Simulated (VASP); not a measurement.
Wanted: the native input for a VASP 6.6.1 run.

```
Task                               : single point
Functional                         : HSE06
Potentials or basis                : VASP PAW PBE potentials, release 64 (Ga_d, P)
Cutoff                             : 520 eV
k mesh                             : 4 × 4 × 4
Occupations                        : fermi-dirac, width 0.05 eV
Spin                               : no spin polarisation
Dipole correction                  : no
Grid for exact exchange (PRECFOCK) : Normal
Further INCAR settings             : ALGO = Normal; EDIFF = 1e-06; NBANDS = 16
Share of exact exchange            : 0.25
Screening parameter                : 0.2079 1/Å
```

Crystal: GaP (zinc blende type).

```
Ga P
1.0
     0.00000    2.73651    2.73651
     2.73651    0.00000    2.73651
     2.73651    2.73651    0.00000
Ga P
1 1
Direct
  0.00000 0.00000 0.00000
  0.25000 0.25000 0.25000
```

These files were run (other wordings do the same):

POSCAR

```
GaP
1.0
    0.0000000000      2.7365095100      2.7365095100
    2.7365095100      0.0000000000      2.7365095100
    2.7365095100      2.7365095100      0.0000000000
Ga P
1 1
Direct
    0.0000000000      0.0000000000      0.0000000000
    0.2500000000      0.2500000000      0.2500000000
```

INCAR.step1

```
SYSTEM = GaP
PREC = Accurate ; ENCUT = 520
EDIFF = 1E-5 ; ISMEAR = -1
SIGMA = 0.05 ; LREAL = .False.
LASPH = .True. ; NELM = 80
ALGO = Normal ; ISIF = 2
LWAVE = .True. ; LCHARG = .False.
NBANDS = 16 ; GGA = PE
```

INCAR.step2

```
SYSTEM = GaP
PREC = Accurate ; ENCUT = 520
EDIFF = 1E-6 ; ISMEAR = -1
SIGMA = 0.05 ; LREAL = .False.
LASPH = .True. ; NELM = 80
ALGO = Normal ; ISIF = 2
LWAVE = .False. ; LCHARG = .False.
GGA = PE ; LHFCALC = .True.
HFSCREEN = 0.2079 ; PRECFOCK = Normal
NBANDS = 16 ; ISTART = 1
```

KPOINTS

```
regular mesh
0
Gamma
  4 4 4
  0 0 0
```

Potentials or basis: VASP PAW PBE potentials, release 64 (Ga_d, P).

The run is started by

```bash
$ cat potpaw_PBE.64/Ga_d/POTCAR potpaw_PBE.64/P/POTCAR > POTCAR
$ cp INCAR.step1 INCAR
$ mpirun -np 1 vasp_std > vasp.out
$ cp INCAR.step2 INCAR
$ mpirun -np 1 vasp_std > vasp.out
```

Results of the run:

```json
{
  "Pressure": "-0.1 GPa",
  "Band gap on the k mesh": "2.33 eV (least direct gap 2.73 eV)"
}
```

Caveat: the k points lie up to 0.50 Å⁻¹ apart; the PAW data sets were made with another functional, which shifts forces and pressure a little.

Wall time 7.2 min on 1 thread of Intel(R) Xeon(R) Platinum 8259CL CPU @ 2.50GHz (Skylake/Cascade Lake) (shared host), peak memory 0.27 GiB.
